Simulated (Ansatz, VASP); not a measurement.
# Cd3Se2S in VASP and in Ansatz

```
Cd Se S
1.0
     4.31883    0.00000    0.00000
    -2.15941    3.74021    0.00000
     0.00000    0.00000   21.15482
Cd Se S
6 4 2
Direct
  0.00000 0.00000 0.17356
  0.00000 0.00000 0.50238
  0.00000 0.00000 0.83116
  0.66667 0.33333 0.33102
  0.66667 0.33333 0.65984
  0.66667 0.33333 0.00234
  0.00000 0.00000 0.95807
  0.66667 0.33333 0.12921
  0.66667 0.33333 0.45813
  0.66667 0.33333 0.78697
  0.00000 0.00000 0.29510
  0.00000 0.00000 0.62394
```

Alike in both runs: functional PBE; k mesh 12 × 12 × 2; occupations gaussian, width 0.02 eV; no spin polarisation.

Ansatz relaxed the structure, and its values are those at the end. VASP's run is a single point on that final structure, the one shown.

```csv
,VASP,Ansatz
version,VASP 6.6.1,Ansatz 0.2.0
potentials or method,"VASP PAW PBE potentials, release 64 (Cd, Se, S), cutoff 520 eV","scalar-relativistic, plane waves, PAW"
valence electrons in the cell,108,196
```

VASP gave:

- gap on the k mesh at the Fermi level (eV): 0.60
- least direct gap on the mesh (eV): 0.60
- pressure (GPa): 0.3

Task: Estimate Ansatz's values.

Result: gap on the k mesh at the Fermi level (eV): 0.60; least direct gap on the mesh (eV): 0.60; pressure (GPa): 0.0.

With one functional, cell and mesh, what is left measures potentials, basis and numerics. VASP's potentials hold 108 valence electrons a cell and Ansatz's 196, so a difference there can come from the potentials and not from the codes.
